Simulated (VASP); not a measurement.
# SiC (F-43m) in VASP: further runs, part 3 of 3

VASP 6.6.1. Earlier steps stand in the parts before.

## 5. Relaxation of cell and atoms, PBEsol, target pressure 2 GPa, at which the enthalpy is minimised

This run uses another cell than the first one, of 10.34 Å³/atom, 1.030 times its volume.

Input file INCAR:

```
SYSTEM = SiC
PREC = Accurate ; ENCUT = 600
EDIFF = 1E-6 ; ISMEAR = 0
SIGMA = 0.01 ; LREAL = .False.
LASPH = .True. ; NELM = 100
ALGO = Normal ; ISIF = 3
LWAVE = .False. ; LCHARG = .False.
GGA = PS ; IBRION = 2
NSW = 100 ; EDIFFG = -0.002
PSTRESS = 20.0
```

Input file KPOINTS:

```
regular mesh
0
Gamma
  10 10 10
  0 0 0
```

Input file POSCAR:

```
SiC
1.0
    2.1784146558      2.1784146558      0.0000000000
   -2.1784146558      2.1784146558      0.0000000000
    0.0000000000      2.1784146558      2.1784146558
Si C
1 1
Direct
    0.0000000000      0.0000000000      0.0000000000
    0.7500000000      0.2500000000      0.5000000000
```

Potentials or basis: VASP PAW PBE potentials, release 64 (Si, C).

Command:

```
cat potpaw_PBE.64/Si/POTCAR potpaw_PBE.64/C/POTCAR > POTCAR
mpirun -np 1 vasp_std > vasp.out
```

OUTCAR:

```text
SYSTEM = SiC
   PREC = Accurate
   ENCUT = 600
   EDIFF = 1E-6
   ISMEAR = 0
   LREAL = .False.
   LASPH = .True.
   NELM = 100
   ISIF = 3
   GGA = PS
   IBRION = 2
   NSW = 100
   EDIFFG = -0.002
   PSTRESS = 20.0

 ion  position               nearest neighbor table
   1  0.000  0.000  0.000-   2 1.89   2 1.89   2 1.89   2 1.89
   2  0.750  0.250  0.500-   1 1.89   1 1.89   1 1.89   1 1.89

  LATTYP: Found a face centered cubic cell.
 ALAT       =     4.3568293116

  Lattice vectors:

 A1 = (   0.0000000000,   2.1784146558,   2.1784146558)
 A2 = (   2.1784146558,   0.0000000000,   2.1784146558)
 A3 = (   2.1784146558,   2.1784146558,   0.0000000000)

Analysis of symmetry for initial positions (statically):
=====================================================================
 Subroutine PRICEL returns:
 Original cell was already a primitive cell.

 Routine SETGRP: Setting up the symmetry group for a
 face centered cubic supercell.

 Subroutine GETGRP returns: Found 24 space group operations
 (whereof 24 operations were pure point group operations)
 out of a pool of 48 trial point group operations.

The static configuration has the point symmetry T_d .

Analysis of symmetry for dynamics (positions and initial velocities):
[... 167 lines left out ...]
  --------------------------------------------------------------------------------------
  -------------------------------------------------------------------------------------
  Total        0.0288507      0.0288507      0.0288507     -0.0000000      0.0000000     -0.0000000
  in kB        2.2357113      2.2357113      2.2357113     -0.0000000      0.0000000     -0.0000000
  external PRESSURE =     -17.7642887 kB  Pullay stress =      20.0000000 kB
[... 63 lines left out ...]
--------------------------------------- Ionic step        3  -------------------------------------------

 number of electron       8.0000000 magnetization

 Free energy of the ion-electron system (eV)
  ---------------------------------------------------
  ext. energy  EPLUGINS =         0.00000000
  ---------------------------------------------------
  free energy    TOTEN  =       -15.91496338 eV

  energy without entropy =      -15.91496338  energy(sigma->0) =      -15.91496338

 E-fermi :   8.2075     XC(G=0): -11.5426

 val. band max:        8.1545876398   @ k =   0.0000   0.0000   0.0000
 cond. band min:       9.3807072200   @ k =   0.5000   0.5000   0.0000
 fundamental gap:      1.2261195802
 Fermi energy:         8.2074809403

 k-point     1 :       0.0000    0.0000    0.0000
  band No.  band energies     occupation
      1      -7.3385      2.00000
      2       8.1546      2.00000
      3       8.1546      2.00000
      4       8.1546      2.00000
      5      14.4432      0.00000
      6      15.4581      0.00000
      7      15.4581      0.00000
      8      15.4581      0.00000
[... 243 lines left out ...]
 k-point    24 :       0.4000    0.3000    0.0000
  band No.  band energies     occupation
      1      -2.5450      2.00000
      2       0.7441      2.00000
      3       2.8380      2.00000
      4       5.8184      2.00000
      5      11.6763      0.00000
      6      16.8314      0.00000
      7      19.0327      0.00000
      8      19.6072      0.00000

 [... further k-points ...]
[... 5 lines left out ...]
  --------------------------------------------------------------------------------------
  -------------------------------------------------------------------------------------
  Total        0.2566605      0.2566605      0.2566605      0.0000000     -0.0000000      0.0000000
  in kB       20.0478724     20.0478724     20.0478724      0.0000000     -0.0000000      0.0000000
  external PRESSURE =       0.0478724 kB  Pullay stress =      20.0000000 kB
[... 21 lines left out ...]
  energy  without entropy=      -15.9149633785  energy(sigma->0) =      -15.91496338

  enthalpy is  TOTEN    =       -15.6589157518 eV   P V=        0.2560476267

 reached required accuracy - stopping structural energy minimisation
```

OSZICAR:

```text
N       E                     dE             d eps       ncg     rms          rms(c)
DAV:   1     0.629001514388E+01    0.62900E+01   -0.44969E+03   784   0.955E+02
DAV:   2    -0.173209691941E+02   -0.23611E+02   -0.22363E+02  1112   0.116E+02
DAV:   3    -0.177139455684E+02   -0.39298E+00   -0.39298E+00   888   0.187E+01
DAV:   4    -0.177151281666E+02   -0.11826E-02   -0.11826E-02  1168   0.113E+00
[... 17 lines left out ...]
DAV:   1    -0.159154363448E+02   -0.38005E-02   -0.20663E-02   784   0.126E+00    0.160E-01
DAV:   2    -0.159150591604E+02    0.37718E-03   -0.94733E-04   920   0.204E-01    0.786E-02
DAV:   3    -0.159149782705E+02    0.80890E-04   -0.12932E-04   936   0.803E-02    0.200E-02
DAV:   4    -0.159149641412E+02    0.14129E-04   -0.18615E-05   848   0.263E-02    0.909E-03
DAV:   5    -0.159149633785E+02    0.76276E-06   -0.45651E-07   496   0.566E-03
   3 F= -.15658916E+02 E0= -.15658916E+02  d E =-.917633E-03
```

Run time: 40 s. Hardware: 1 thread of Intel Xeon 6975P-C, shared host; peak memory 0.15 GiB.

What came out:

| Quantity | Value |
| --- | --- |
| Free energy | -15.9150 eV |
| Relaxed volume | 10.26 Å³/atom |
| Relaxed cell | a = 3.073 Å, b = 3.073 Å, c = 3.073 Å, α = 60.00°, β = 60.00°, γ = 90.00° |
| Space group after relaxing (to 0.05 Å) | F-43m (No. 216) |
| Energy change on relaxing (the enthalpy is what falls) | +0.6 meV/atom |
| Ionic steps | 3 |
| Pressure after relaxing | 2.0 GPa |
| Band gap on the k mesh | 1.23 eV, indirect (least direct gap 4.45 eV) |

The path:
| step | energy change (eV) | largest force (eV/Å) | pressure (GPa) | volume (Å³) |
| --- | --- | --- | --- | --- |
| 1 | 0.0000 | 0.0000 | 0.22 | 20.68 |
| 2 | 0.0045 | 0.0000 | 4.03 | 20.33 |
| 3 | 0.0011 | 0.0000 | 2.00 | 20.51 |

Final structure:
```
Si C
1.0
     2.17265    2.17265    0.00000
    -2.17265    2.17265    0.00000
     0.00000    2.17265    2.17265
Si C
1 1
Direct
  0.00000 0.00000 0.00000
  0.75000 0.25000 0.50000
```

Caveat: the cell is relaxed towards a set pressure, so the enthalpy falls and the energy may rise; the PAW data sets were made with another functional, which shifts forces and pressure a little. A hybrid or GW would open this gap; PBEsol tends to underestimate it.

## 6. Relaxation of cell and atoms, PBEsol, target pressure 4 GPa, at which the enthalpy is minimised

This run uses another cell than the first one, of 10.34 Å³/atom, 1.030 times its volume.

Input file INCAR:

```
PREC = Accurate
ENCUT = 600
EDIFF = 1E-6
ISMEAR = 0
SIGMA = 0.01
LREAL = False
LASPH = True
NELM = 60
ALGO = Normal
ISIF = 3
LWAVE = False
LCHARG = False
GGA = PS
IBRION = 2
NSW = 100
EDIFFG = -0.002
PSTRESS = 40.0
```

Input file KPOINTS:

```
Automatic mesh
0
Gamma
  10 10 10
```

POSCAR is that of step 5.

Potentials or basis: VASP PAW PBE potentials, release 64 (Si, C).

Command:

```
cat potpaw_PBE.64/Si/POTCAR potpaw_PBE.64/C/POTCAR > POTCAR
mpirun -np 1 vasp_std > vasp.out
```

Run time: 40 s. Hardware: 1 thread of Intel Xeon 6975P-C, shared host; peak memory 0.16 GiB.

The run converged. Its results:

```
Free energy                                            : -15.9117 eV
Relaxed volume                                         : 10.17 Å³/atom
Relaxed cell                                           : a = 3.064 Å, b = 3.064 Å, c = 3.064 Å, α = 60.00°, β = 60.00°, γ = 90.00°
Space group after relaxing (to 0.05 Å)                 : F-43m (No. 216)
Energy change on relaxing (the enthalpy is what falls) : +2.2 meV/atom
Ionic steps                                            : 3
Pressure after relaxing                                : 4.0 GPa
Band gap on the k mesh                                 : 1.22 eV, indirect (least direct gap 4.46 eV)
```

Step by step:
```csv
step,energy change (eV),largest force (eV/Å),pressure (GPa),volume (Å³)
1,0.0000,0.0000,0.22,20.68
2,0.0194,0.0000,8.64,19.95
3,0.0044,0.0000,3.99,20.34
```

Final structure:
```xyz
2
Lattice="2.1665 2.1665 0.0000 -2.1665 2.1665 0.0000 0.0000 2.1665 2.1665" Properties=species:S:1:pos:R:3 pbc="T T T"
Si    0.0000    2.1665    2.1665
C     1.0832    3.2497    1.0832
```

Levels at points of the mesh, in eV from the valence-band top:
```tsv
k point	band 1	band 2	band 3	band 4	band 5	band 6	band 7	band 8
(0.00, 0.00, 0.00)	-15.56	0.00	0.00	0.00	6.39	7.36	7.36	7.36
(0.50, 0.00, 0.00)	-11.89	-8.69	-1.06	-1.06	5.53	7.21	7.21	10.01
(0.50, 0.50, 0.00)	-10.41	-7.89	-3.24	-3.24	1.22	4.26	14.15	14.15
```

Caveat: the cell is relaxed towards a set pressure, so the enthalpy falls and the energy may rise; the PAW data sets were made with another functional, which shifts forces and pressure a little.

## 7. Summary

| task | cell | cutoff (eV) | gap on the mesh (eV) | pressure (GPa) |
| --- | --- | --- | --- | --- |
| single point | a = 3.050 Å, angles 60.0, 60.0, 90.0°, 2 atoms | 520 | 1.21 | 7.4 |
| single point | a = 3.038 Å, angles 60.0, 60.0, 90.0°, 2 atoms | 520 | 1.19 | 10.4 |
| relaxation of cell and atoms | relaxed to -2 GPa from a = 3.081 Å, angles 60.0, 60.0, 90.0°, 2 atoms | 600 | 1.24 | -2.0 |
| relaxation of cell and atoms | relaxed to 2 GPa from a = 3.081 Å, angles 60.0, 60.0, 90.0°, 2 atoms | 600 | 1.23 | 2.0 |
| relaxation of cell and atoms | relaxed to 4 GPa from a = 3.081 Å, angles 60.0, 60.0, 90.0°, 2 atoms | 600 | 1.22 | 4.0 |

Alike in all rows: level PBEsol; potentials or basis VASP PAW PBE potentials, release 64 (Si, C); no spin polarisation; k mesh 10 × 10 × 10; smearing gaussian 0.01 eV.

Caveats: the PAW data sets were made with another functional, which shifts forces and pressure a little; the cell is relaxed towards a set pressure, so the enthalpy falls and the energy may rise (some runs).

Total energies depend on the potentials used, so only differences within one code and one set of settings carry meaning.
